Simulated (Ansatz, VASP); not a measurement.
## One calculation of Cu, two programs

```
CELL_PARAMETERS angstrom
0.00000 1.75882 1.75882
1.75882 0.00000 1.75882
1.75882 1.75882 0.00000
ATOMIC_POSITIONS crystal
Cu 0.00000 0.00000 0.00000
```

Alike in both runs: task single point; functional LDA; k mesh 15 × 15 × 15; occupations fermi-dirac, width 0.1 eV; non-collinear spin, spin-orbit coupling.

```csv
,VASP,Ansatz
version,VASP 6.6.1,Ansatz 0.2.0
potentials or method,"VASP PAW LDA potentials, release 64 (Cu), cutoff 520 eV","plane waves (420 eV) with PAW, fully relativistic with spin-orbit coupling"
valence electrons in the cell,11,19
```

```tsv
	VASP	Ansatz	Ansatz less VASP
net moment per atom (μB)	0.00	0.00	0.000
```

Ansatz warns that its potentials were made for another functional, while VASP's fit it. LDA's correlation is that of Perdew and Zunger in VASP and of Perdew and Wang (1992) in Ansatz. VASP's potentials hold 11 valence electrons a cell and Ansatz's 19, so a difference there can come from the potentials and not from the codes.
